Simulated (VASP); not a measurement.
# FeS2 (Pnnm) in VASP: a series of runs

The runs below take FeS2 through single point, with PBE.

Everything below comes from runs of VASP 6.6.1. Logs are shortened: lines on timing, memory, paths and dates and some standing lists are left out, and cuts for length are marked.

### 1 The cell of the first run

It takes space group Pnnm (No. 58, orthorhombic). Conventional cell: a = 4.236 Å, b = 5.202 Å, c = 3.251 Å, α = 90.00°, β = 90.00°, γ = 90.00°. Fe (site symmetry 2/m) has 6 S at 2.13 to 2.15 Å within 2.8 Å. S (site symmetry m) has 3 Fe at 2.13 to 2.15 Å and 10 S at 2.16 to 3.09 Å within 3.1 Å.

### 2 Single point, PBE (11.94 Å³/atom)

The input, INCAR:

```
SYSTEM = FeS2
PREC = Accurate
ENCUT = 600
EDIFF = 1E-6
ISMEAR = 0
SIGMA = 0.02
LREAL = .FALSE.
LASPH = .TRUE.
NELM = 120
ALGO = Normal
ISIF = 2
LWAVE = .FALSE.
LCHARG = .FALSE.
GGA = PE
NBANDS = 29
GGA_COMPAT = .FALSE.
```

The input, KPOINTS:

```
Automatic mesh
0
G
  6 6 8
  0 0 0
```

The input, POSCAR:

```
FeS2
1.0
    4.2359708792      0.0000000000      0.0000000000
    0.0000000000      5.2017527251      0.0000000000
    0.0000000000      0.0000000000      3.2505215915
Fe S
2 4
Direct
    0.0000000000      0.0000000000      0.0000000000
    0.5000000000      0.5000000000      0.5000000000
    0.2032583128      0.3752048430      0.0000000000
    0.2967416872      0.8752048430      0.5000000000
    0.7967416872      0.6247951570      0.0000000000
    0.7032583128      0.1247951570      0.5000000000
```

Potentials or basis: VASP PAW PBE potentials, release 64 (Fe, S).

Started as:

```
$ cat potpaw_PBE.64/Fe/POTCAR potpaw_PBE.64/S/POTCAR > POTCAR
$ mpirun -np 1 vasp_std > vasp.out
```

OUTCAR:

```text
SYSTEM = FeS2
   PREC = Accurate
   ENCUT = 600
   EDIFF = 1E-6
   ISMEAR = 0
   LREAL = .FALSE.
   LASPH = .TRUE.
   NELM = 120
   ISIF = 2
   GGA = PE

 ion  position               nearest neighbor table
   1  0.000  0.000  0.000-   3 2.13   5 2.13   4 2.15   6 2.15   4 2.15   6 2.15
   2  0.500  0.500  0.500-   4 2.13   6 2.13   5 2.15   3 2.15   3 2.15   5 2.15
   3  0.203  0.375  0.000-   1 2.13   2 2.15   2 2.15   5 2.16
   4  0.297  0.875  0.500-   2 2.13   1 2.15   1 2.15   6 2.16
   5  0.797  0.625  0.000-   1 2.13   2 2.15   2 2.15   3 2.16
   6  0.703  0.125  0.500-   2 2.13   1 2.15   1 2.15   4 2.16

  LATTYP: Found a simple orthorhombic cell.
 ALAT       =     3.2505215915
 B/A-ratio  =     1.3031665103
 C/A-ratio  =     1.6002824712

  Lattice vectors:

 A1 = (   0.0000000000,   0.0000000000,   3.2505215915)
 A2 = (   4.2359708792,   0.0000000000,   0.0000000000)
 A3 = (   0.0000000000,   5.2017527251,   0.0000000000)

Analysis of symmetry for initial positions (statically):
=====================================================================
 Subroutine PRICEL returns:
 Original cell was already a primitive cell.

 Routine SETGRP: Setting up the symmetry group for a
 simple orthorhombic supercell.

 Subroutine GETGRP returns: Found  8 space group operations
 (whereof  4 operations were pure point group operations)
 out of a pool of  8 trial point group operations.

The static configuration has the point symmetry C_2h.
 The point group associated with its full space group is D_2h.

Analysis of symmetry for dynamics (positions and initial velocities):
=====================================================================
 Subroutine PRICEL returns:
 Original cell was already a primitive cell.

 Routine SETGRP: Setting up the symmetry group for a
 simple orthorhombic supercell.

 Subroutine GETGRP returns: Found  8 space group operations
 (whereof  4 operations were pure point group operations)
 out of a pool of  8 trial point group operations.

The dynamic configuration has the point symmetry C_2h.
 The point group associated with its full space group is D_2h.

 Subroutine INISYM returns: Found  8 space group operations
 (whereof  4 operations are pure point group operations),
 and found     1 'primitive' translations

----------------------------------------------------------------------------------------

[... 97 lines left out ...]
   LASPH  =      T    aspherical Exc in radial PAW
   ENCUT  =  600.0 eV  44.10 Ry    6.64 a.u.   8.46 10.39  6.49*2*pi/ulx,y,z
   NELM   =    120;   NELMIN=  2; NELMDL= -5     # of ELM steps
   EDIFF  = 0.1E-05   stopping-criterion for ELM
   LREAL  =      F    real-space projection
   EDIFFG = 0.1E-04   stopping-criterion for IOM
   NSW    =      0    number of steps for IOM
   IBRION =     -1    ionic relax: 0-MD 1-quasi-New 2-CG
   NFREE  =      0    steps in history (QN), initial steepest desc. (CG)
   ISIF   =      2    stress and relaxation
   ISYM   =      2    0-nonsym 1-usesym 2-fastsym
   POTIM  = 0.5000    time-step for ionic-motion
   TEBEG  =    0.0;   TEEND  =   0.0 temperature during run
   PSTRESS=    0.0 pullay stress
   NELECT =      40.0000    total number of electrons
   NUPDOWN=      -1.0000    fix difference up-down
   EMIN   =  10.00;   EMAX   =-10.00  energy-range for DOS
   EFERMI =   0.00;   METHOD = LEGACY
   ISMEAR =     0;   SIGMA  =   0.02  broadening in eV -4-tet -1-fermi 0-gaus
   EFERMI_NEDOS =   21; number of points for ismear=-14 and -15
   IALGO  =     38    algorithm
   IMIX   =      4    mixing-type and parameters
     AMIX     =   0.40;   BMIX     =  1.00
     AMIX_MAG =   1.60;   BMIX_MAG =  1.00
  volume/ion in A,a.u.               =      11.94        80.56
  Fermi-wavevector in a.u.,A,eV,Ry     =   1.348165  2.547662 24.729239  1.817548
  Thomas-Fermi vector in A             =   2.475856
   LORBIT       =      0    0 simple, 1 ext, 2 COOP (PROOUT), +10 PAW based schemes
   GGA     = PE    functional components
   LHFCALC =     F    Hartree Fock is set to
   AEXX    =    0.0000 exact exchange contribution
   IVDW    =     0    specifies the selected vdW correction
   LEPSILON=     F    determine dielectric tensor
   LRPA    =     F    only Hartree local field effects (RPA)
 non-spin polarized calculation
 Gauss-broadening in eV      SIGMA  =   0.02
  energy-cutoff  :      600.00
  volume of cell :       71.62
 maximum number of plane-waves:      2416
 NGX is ok and might be reduce to    36
   NGX = 17   NGY = 21   NGZ = 13

 number of electron      40.0000010 magnetization

 Free energy of the ion-electron system (eV)
  ---------------------------------------------------
  ext. energy  EPLUGINS =         0.00000000
  ---------------------------------------------------
  free energy    TOTEN  =       -35.39716685 eV

  energy without entropy =      -35.39716685  energy(sigma->0) =      -35.39716685

 E-fermi :   9.6607     XC(G=0): -12.3802

 val. band max:        9.5313800164   @ k =   0.3333   0.0000   0.0000
 cond. band min:      10.7762469119   @ k =   0.0000   0.5000   0.5000
 fundamental gap:      1.2448668955
 Fermi energy:         9.6607221604

 k-point     1 :       0.0000    0.0000    0.0000
  band No.  band energies     occupation
      1      -8.3712      2.00000
      2      -5.5735      2.00000
      3      -3.4563      2.00000
      4      -2.3659      2.00000
      5       0.9965      2.00000
      6       2.7651      2.00000
[... 757 lines left out ...]
     28      15.9837      0.00000
     29      17.4442      0.00000

 [... further k-points ...]
[... 5 lines left out ...]
  --------------------------------------------------------------------------------------
  -------------------------------------------------------------------------------------
  Total       11.6015269     11.7056265     11.7781445      0.0000000      0.0000000      0.0000000
  in kB      259.5195086    261.8481573    263.4703415      0.0000000      0.0000000      0.0000000
  external PRESSURE =     261.6126691 kB  Pullay stress =       0.0000000 kB

 VOLUME and BASIS-vectors are now :
 -----------------------------------------------------------------------------
  energy-cutoff  :      600.00
  volume of cell :       71.62
      direct lattice vectors                 reciprocal lattice vectors
     4.235970879  0.000000000  0.000000000     0.236073389  0.000000000  0.000000000
     0.000000000  5.201752725  0.000000000     0.000000000  0.192242894  0.000000000
     0.000000000  0.000000000  3.250521592     0.000000000  0.000000000  0.307642934

 POSITION                                       TOTAL-FORCE (eV/Angst)
 -----------------------------------------------------------------------------------
      0.00000      0.00000      0.00000         0.000000      0.000000      0.000000
      2.11799      2.60088      1.62526         0.000000      0.000000      0.000000
      0.86100      1.95172      0.00000        -0.075063      0.047925      0.000000
      1.25699      4.55260      1.62526         0.075063      0.047925      0.000000
      3.37497      3.25003      0.00000         0.075063     -0.047925      0.000000
      2.97898      0.64915      1.62526        -0.075063     -0.047925      0.000000
 -----------------------------------------------------------------------------------
    total drift:                                0.000000      0.000000      0.000000

  FREE ENERGIE OF THE ION-ELECTRON SYSTEM (eV)
  ---------------------------------------------------
  free  energy   TOTEN  =       -35.3971668522 eV

  energy  without entropy=      -35.3971668522  energy(sigma->0) =      -35.39716685
```

stdout:

```text
POSCAR found type information on POSCAR FeS
 POSCAR found :  2 types and       6 ions
 scaLAPACK will be used
 LDA part: xc-table for (Slater+PW92), standard interpolation
 POSCAR, INCAR and KPOINTS ok, starting setup
 FFT: planning ... GRIDC
 FFT: planning ... GRID_SOFT
 FFT: planning ... GRID
 WAVECAR not read
 entering main loop
```

Run time: 4.6 min. Hardware: 1 thread of Oxide Virtual Turin-like, shared host; peak memory 0.27 GiB.

What came out:

```yaml
Free_energy: -35.3972 eV
Pressure: 26.2 GPa
Largest_force: 0.089 eV/Å
Band_gap_on_the_k_mesh: 1.24 eV (least direct gap 1.52 eV)
```

Forces on the atoms (eV/Å):
```
Fe   0.000  0.000  0.000
Fe   0.000  0.000  0.000
S   -0.075  0.048  0.000
S    0.075  0.048  0.000
S    0.075 -0.048  0.000
S   -0.075 -0.048  0.000
```

Stress tensor (GPa, compression positive):
```
25.95  0.00  0.00
 0.00 26.18  0.00
 0.00  0.00 26.35
```

Levels at points of the mesh, in eV from the valence-band top:
```csv
k point,band 17,band 18,band 19,band 20,band 21,band 22,band 23,band 24
"(0.00, 0.00, 0.00)",-1.24,-1.01,-0.99,-0.63,1.30,1.81,3.34,3.61
"(0.50, 0.00, 0.00)",-0.88,-0.88,-0.10,-0.10,2.08,2.08,2.22,2.22
"(0.00, 0.50, 0.00)",-1.05,-1.05,-0.44,-0.44,1.37,1.37,2.85,2.85
"(0.50, 0.50, 0.00)",-1.22,-1.22,-1.20,-1.20,1.80,1.80,2.26,2.26
"(0.00, 0.00, 0.50)",-1.21,-1.21,-0.57,-0.57,1.93,1.93,2.05,2.05
"(0.50, 0.00, 0.50)",-1.00,-1.00,-0.48,-0.48,1.85,1.85,2.47,2.47
"(0.00, 0.50, 0.50)",-1.88,-1.88,-0.54,-0.54,1.24,1.24,2.47,2.47
"(0.50, 0.50, 0.50)",-0.84,-0.84,-0.51,-0.51,1.87,1.87,2.62,2.62
```

Caveat: the cell stands under pressure. A k mesh can miss the band edges.

### 3 Single point, PBE (12.34 Å³/atom)

This run uses another cell than the first one, of 12.34 Å³/atom.

The input, INCAR:

```
SYSTEM = FeS2
PREC     = Accurate       ! precision mode
ENCUT    = 600            ! plane-wave cutoff, eV
EDIFF    = 1E-6           ! SCF threshold, eV
ISMEAR   = 0              ! smearing method
SIGMA    = 0.02           ! smearing width, eV
LREAL    = .FALSE.        ! projectors in reciprocal space
LASPH    = .TRUE.         ! aspherical terms in the spheres
NELM     = 120            ! most SCF steps
ALGO     = Normal         ! electronic algorithm
ISIF     = 2              ! what is computed and relaxed
LWAVE    = .FALSE.        ! write WAVECAR
LCHARG   = .TRUE.         ! write CHGCAR
GGA      = PE             ! functional
LELF     = .TRUE.         ! ELF
LVHAR    = .TRUE.       
NBANDS   = 29             ! bands
GGA_COMPAT= .FALSE.
```

KPOINTS is that of step 2.

The input, POSCAR:

```
FeS2
1.0
    4.2882068913      0.0000000000      0.0000000000
    0.0000000000      5.2545494936      0.0000000000
    0.0000000000      0.0000000000      3.2870266639
Fe S
2 4
Direct
    0.0000000000      0.0000000000      0.0000000000
    0.5000000000      0.5000000000      0.5000000000
    0.2040495148      0.3752199103      0.0000000000
    0.2959504852      0.8752199103      0.5000000000
    0.7959504852      0.6247800897      0.0000000000
    0.7040495148      0.1247800897      0.5000000000
```

Potentials or basis: VASP PAW PBE potentials, release 64 (Fe, S).

Started as:

```
$ cat potpaw_PBE.64/Fe/POTCAR potpaw_PBE.64/S/POTCAR > POTCAR
$ mpirun -np 1 vasp_std > vasp.out
```

Run time: 7 min. Hardware: 1 thread of Oxide Virtual Turin-like, shared host; peak memory 0.27 GiB.

Results (log left out):

```yaml
Free_energy: -35.7301 eV
Pressure: 17.9 GPa
Largest_force: 0.088 eV/Å
Band_gap_on_the_k_mesh: 1.15 eV (least direct gap 1.44 eV)
```

Forces in eV/Å, atoms in the order of the input:
```
Fe   0.000  0.000  0.000
Fe   0.000  0.000  0.000
S   -0.075  0.046  0.000
S    0.075  0.046  0.000
S    0.075 -0.046  0.000
S   -0.075 -0.046  0.000
```

Stress tensor (GPa, compression positive):
```
17.68  0.00  0.00
 0.00 17.91  0.00
 0.00  0.00 18.03
```

Levels at points of the mesh, in eV from the valence-band top:
```tsv
k point	band 16	band 17	band 18	band 19	band 20	band 21	band 22	band 23	band 24	band 25
(0.00, 0.00, 0.00)	-1.35	-1.13	-0.92	-0.91	-0.56	1.26	1.71	3.17	3.48	3.87
(0.50, 0.00, 0.00)	-1.26	-0.80	-0.80	-0.09	-0.09	2.04	2.04	2.13	2.13	3.16
(0.00, 0.50, 0.00)	-1.20	-0.97	-0.97	-0.39	-0.39	1.31	1.31	2.77	2.77	3.29
(0.50, 0.50, 0.00)	-1.34	-1.24	-1.24	-1.10	-1.10	1.70	1.70	2.22	2.22	3.60
(0.00, 0.00, 0.50)	-1.53	-1.09	-1.09	-0.51	-0.51	1.83	1.83	1.97	1.97	2.35
(0.50, 0.00, 0.50)	-1.24	-0.91	-0.91	-0.43	-0.43	1.77	1.77	2.30	2.30	4.11
(0.00, 0.50, 0.50)	-2.10	-1.73	-1.73	-0.48	-0.48	1.15	1.15	2.44	2.44	3.43
(0.50, 0.50, 0.50)	-1.63	-0.75	-0.75	-0.46	-0.46	1.82	1.82	2.47	2.47	2.95
```

Caveat: the cell stands under pressure. Spin polarisation is off, so any magnetic state and its effect on volume and gap are missing.
